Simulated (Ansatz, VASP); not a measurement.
**One calculation of GaN, two programs**

The input POSCAR:

```
GaN
1.0
    3.2146679549      0.0000000000      0.0000000000
   -1.6073339775      2.7839841137      0.0000000000
    0.0000000000      0.0000000000      5.2349519115
Ga N
2 2
Direct
    0.3333333333      0.6666666667     -0.0008868499
    0.6666666667      0.3333333333      0.4991131501
    0.3333333333      0.6666666667      0.3758868499
    0.6666666667      0.3333333333      0.8758868499
```

Contents of INCAR.step1:

```
PREC = Accurate
ENCUT = 520
ISMEAR = 0
SIGMA = 0.01
LREAL = False
LASPH = True
NELM = 80
NBANDS = 26
GGA = PE
ALGO = Normal
EDIFF = 1E-4
LWAVE = True
LCHARG = False
```

Contents of INCAR.step2:

```
PREC = Accurate
ENCUT = 520
EDIFF = 1E-6
ISMEAR = 0
SIGMA = 0.01
LREAL = False
LASPH = True
NELM = 80
ALGO = Normal
ISIF = 2
LWAVE = False
LCHARG = False
METAGGA = R2SCAN
LMIXTAU = True
NBANDS = 26
ISTART = 1
```

Contents of KPOINTS:

```
regular mesh
0
Gamma
  9 9 4
```

Input for Ansatz:

```yaml
crystal:
  lattice:
    - [3.2146679549, 0.0, 0.0]
    - [-1.6073339775, 2.7839841137, 0.0]
    - [0.0, 0.0, 5.2349519115]
  atoms:
    - { symbol: Ga, position: [0.3333333333, 0.6666666667, -0.0008868499] }
    - { symbol: Ga, position: [0.6666666667, 0.3333333333, 0.4991131501] }
    - { symbol: "N", position: [0.3333333333, 0.6666666667, 0.3758868499] }
    - { symbol: "N", position: [0.6666666667, 0.3333333333, 0.8758868499] }
kpoints:
  mp_grid: { grid: [9, 9, 4] }
hamiltonian:
  xc: r2scan
scf:
  occupations: { method: fixed }
  n_extra_bands: 5
output:
  forces: true
  stress: true
  eigenvalues: true
```

Alike in both runs: task single point; functional r2SCAN; k mesh 9 × 9 × 4; no spin polarisation.

```csv
,VASP,Ansatz
version,VASP 6.6.1,Ansatz 0.2.0
potentials or method,"VASP PAW PBE potentials, release 64 (Ga_d, N)","plane waves, PAW"
plane-wave cutoff (eV),520,500
occupations,"gaussian, width 0.01 eV",fixed
valence electrons in the cell,36,36
```

|  | VASP | Ansatz | Ansatz less VASP |
| --- | --- | --- | --- |
| gap on the k mesh at the Fermi level (eV) | 2.14 | 2.14 | +0.006 |
| pressure (GPa) | -4.5 | -5.5 | -1.01 |

VASP's potentials were made for PBE, not for r2SCAN.
